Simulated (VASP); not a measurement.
Set up this calculation in VASP 6.6.1, as the native input.

* Task: single point
* Functional: BLYP
* Dispersion: D3(BJ)
* Potentials or basis: VASP PAW PBE potentials, release 64 (Ti_sv, C)
* Cutoff: 520 eV
* k mesh: 11 × 11 × 11
* Occupations: fermi-dirac, width 0.05 eV
* Spin: no spin polarisation
* Dipole correction: no
* Further INCAR settings: ALGO = Normal; EDIFF = 1e-06; NBANDS = 15

The structure of TiC lies in POSCAR:

```
TiC
1.0
    0.0000000000      2.1416284788      2.1416284788
    2.1416284788      0.0000000000      2.1416284788
    2.1416284788      2.1416284788      0.0000000000
Ti C
1 1
Direct
    0.0000000000      0.0000000000      0.0000000000
    0.5000000000      0.5000000000      0.5000000000
```

One way to write it, as run:

INCAR

```
PREC = Accurate ; ENCUT = 520
EDIFF = 1E-6 ; ISMEAR = -1
SIGMA = 0.05 ; LREAL = F
LASPH = T ; NELM = 100
ALGO = Normal ; ISIF = 2
LWAVE = F ; LCHARG = F
GGA = B5 ; ALDAX = 1.0
AGGAX = 1.0 ; AGGAC = 1.0
ALDAC = 0.0 ; IVDW = 12
VDW_S6 = 1.0 ; VDW_S8 = 2.6996
VDW_A1 = 0.4298 ; VDW_A2 = 4.2359
NBANDS = 15
```

KPOINTS

```
Automatic mesh
0
Gamma
  11 11 11
```

Potentials or basis: VASP PAW PBE potentials, release 64 (Ti_sv, C).

Command:

```sh
$ cat potpaw_PBE.64/Ti_sv/POTCAR potpaw_PBE.64/C/POTCAR > POTCAR
$ mpirun -np 1 vasp_std > vasp.out
```

Results of the run:

```yaml
Pressure: 0.6 GPa
Band_gap_on_the_k_mesh: zero (band 8 reaches 10.95 eV, above the bottom of band 9 at 9.84 eV)
Dispersion_energy_per_atom: -1.043 eV
```

Caveat: the PAW data sets were made with another functional, which shifts forces and pressure a little; pairwise dispersion overbinds metals, which lowers pressure and volume.

Run time: 10 s on 1 thread of Intel(R) Xeon(R) 6975P-C (Granite Rapids), with other jobs on the host, peak memory 0.15 GiB.
